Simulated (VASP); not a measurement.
Runs of VASP 6.6.1 on ZnSe (Stilleite). It takes space group F-43m (No. 216, cubic). The conventional cell has a = 5.668 Å, b = 5.668 Å, c = 5.668 Å, α = 90.00°, β = 90.00°, γ = 90.00°. Zn (site symmetry -43m) has 4 Se at 2.45 Å within 3.2 Å. Within 3.2 Å of Se (site symmetry -43m) lie 4 Zn at 2.45 Å. 

```csv
level,potentials or basis,gap on the mesh (eV),pressure (GPa)
PBEsol,"VASP PAW PBE potentials, release 64 (Zn, Se)",1.17,-0.9
LDA,"VASP PAW LDA potentials, release 64 (Zn, Se)",(a),-3.1
RPBE,"VASP PAW PBE potentials, release 64 (Zn, Se)",(b),4.6
r2SCAN,"VASP PAW PBE potentials, release 64 (Zn, Se)",1.87,(c)
```

Alike in all rows: task single point; no spin polarisation; cell as given; k mesh 6 × 6 × 6; cutoff (eV) 520; smearing gaussian 0.01 eV.

Problem. Fill in the values left out.

Solution. (a) 1.07; (b) 1.45; (c) 0.0.

Caveats: the PAW data sets were made with another functional, which shifts forces and pressure a little (some runs).

A k mesh can miss the band edges, and the runs leave out spin-orbit coupling on Se.
